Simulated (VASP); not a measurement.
Runs of VASP 6.6.1 on Si2W. The structure is that of space group I4/mmm (No. 139), or close to it. The cells are those of the table. 

```csv
cell,gap on the mesh (eV),pressure (GPa),largest force (eV/Å)
"a = 4.450 Å, angles 138.4, 138.4, 60.3°, 3 atoms",none,16.9,0.22
"a = 4.542 Å, angles 138.4, 138.4, 60.3°, 3 atoms",none,(b),0.04
"a = 4.496 Å, angles 138.4, 138.4, 60.3°, 3 atoms",none,8.4,0.13
"a = 4.630 Å, angles 138.4, 138.4, 60.3°, 3 atoms",none,(a),0.11
"a = 4.586 Å, angles 138.4, 138.4, 60.3°, 3 atoms",none,-5.2,0.04
```

Alike in all rows: task single point; level PBE; potentials or basis VASP PAW PBE potentials, release 64 (Si, W_sv); no spin polarisation; k mesh 13 × 13 × 13; cutoff (eV) 520; smearing fermi-dirac 0.05 eV.

**Question.** Estimate the missing entries.

**Answer.** (a) -10.4; (b) 1.0.

Caveats: spin-orbit coupling is left out, which moves the levels of the heavy elements; the cell stands under pressure (at least some runs); the cell stands under tension (at least some runs).

A k mesh can miss the band edges, and the runs leave out spin-orbit coupling on W.

A gap of «none» marks levels without a gap at the run's occupations.
